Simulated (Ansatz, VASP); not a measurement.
# One calculation of PbS, two programs

```
Pb S
1.0
     2.09728   -3.63577    0.00000
     2.09728    3.63577    0.00000
     0.00000    0.00000    7.70822
Pb S
2 2
Direct
  0.99897 0.00103 0.01327
  0.00103 0.99897 0.51327
  0.33285 0.66715 0.80753
  0.66715 0.33285 0.30753
```

Alike in both runs: task single point; functional PBE; k mesh 8 × 8 × 4; occupations fermi-dirac, width 0.05 eV; no spin polarisation.

|  | VASP | Ansatz |
| --- | --- | --- |
| version | VASP 6.6.1 | Ansatz 0.2.0 |
| potentials or method | VASP PAW PBE potentials, release 64 (Pb_d, S) | Ansatz PAW |
| plane-wave cutoff (eV) | 520 | 420 |
| valence electrons in the cell | 40 | 40 |

VASP gave:

```
gap on the k mesh at the Fermi level (eV)                     : 0.73
least direct gap on the mesh (eV)                             : 1.14
pressure (GPa)                                                : -1.8
traceless stress, the component that is largest in VASP (GPa) : -0.29
rms of the force components (eV/Å)                            : 0.076
```

Problem. What did Ansatz give for the same quantities?

Solution. gap on the k mesh at the Fermi level (eV): 0.73; least direct gap on the mesh (eV): 1.13; pressure (GPa): -1.8; traceless stress, the component that is largest in VASP (GPa): -0.29; rms of the force components (eV/Å): 0.077.

Atom by atom the forces differ by 0.001 eV/Å (rms over components). With one functional, cell and mesh, what is left measures potentials, basis and numerics.

Spin-orbit coupling is off throughout.
